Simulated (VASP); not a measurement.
HfZr2Se6: single point with PBE

Crystal: HfZr2Se6.

```xyz
9
Lattice="3.7897 0.0000 0.0000 -1.8949 3.2820 0.0000 0.0000 0.0000 20.8160" Properties=species:S:1:pos:R:3 pbc="T T T"
Zr    0.0000    0.0000   17.3696
Zr    0.0000    0.0000    3.4464
Hf    0.0000    0.0000   10.4080
Se    0.0000    2.1880   18.9565
Se    0.0000    2.1880    5.0333
Se    0.0000    2.1880   11.9764
Se    1.8949    1.0940    1.8595
Se    1.8949    1.0940    8.8396
Se    1.8949    1.0940   15.7826
```

```
Program                : VASP 6.6.1
Task                   : single point
Functional             : PBE
Potentials or basis    : VASP PAW PBE potentials, release 64 (Zr_sv, Hf_pv, Se)
Cutoff                 : 520 eV
k mesh                 : 6 × 6 × 1
Occupations            : gaussian, width 0.1 eV
Spin                   : no spin polarisation
Dipole correction      : no
Further INCAR settings : ALGO = Normal; EDIFF = 1e-06; NBANDS = 45
```

```
Pressure               : 0.1 GPa
Largest force          : 0.056 eV/Å
Band gap on the k mesh : 0.42 eV, indirect (least direct gap 1.09 eV)
```

Forces on the atoms (eV/Å):
```
Zr   0.000  0.000  0.000
Zr   0.000  0.000  0.000
Hf   0.000  0.000  0.000
Se   0.000  0.000  0.002
Se   0.000  0.000  0.001
Se   0.000  0.000 -0.056
Se   0.000  0.000 -0.002
Se   0.000  0.000  0.056
Se   0.000  0.000 -0.001
```

Stress tensor (GPa, compression positive):
```
 0.16  0.00  0.00
 0.00  0.16  0.00
 0.00  0.00 -0.10
```

Levels at points of the mesh, in eV from the valence-band top:
| k point | band 33 | band 34 | band 35 | band 36 | band 37 | band 38 |
| --- | --- | --- | --- | --- | --- | --- |
| (0.00, 0.00, 0.00) | -0.03 | 0.00 | 0.00 | 1.09 | 1.09 | 1.10 |
| (0.50, 0.00, 0.00) | -1.21 | -1.08 | -1.04 | 0.42 | 0.47 | 0.65 |

Run time: 57 s on 1 thread of AMD EPYC 9R45 96-Core Processor (Zen 5) (shared host), peak memory 0.35 GiB.

Caveat: spin-orbit coupling is left out, which moves the levels of the heavy elements; this functional lacks dispersion, which binds the layers, so the pressure and a relaxed spacing across them are unreliable. A k mesh can miss the band edges.
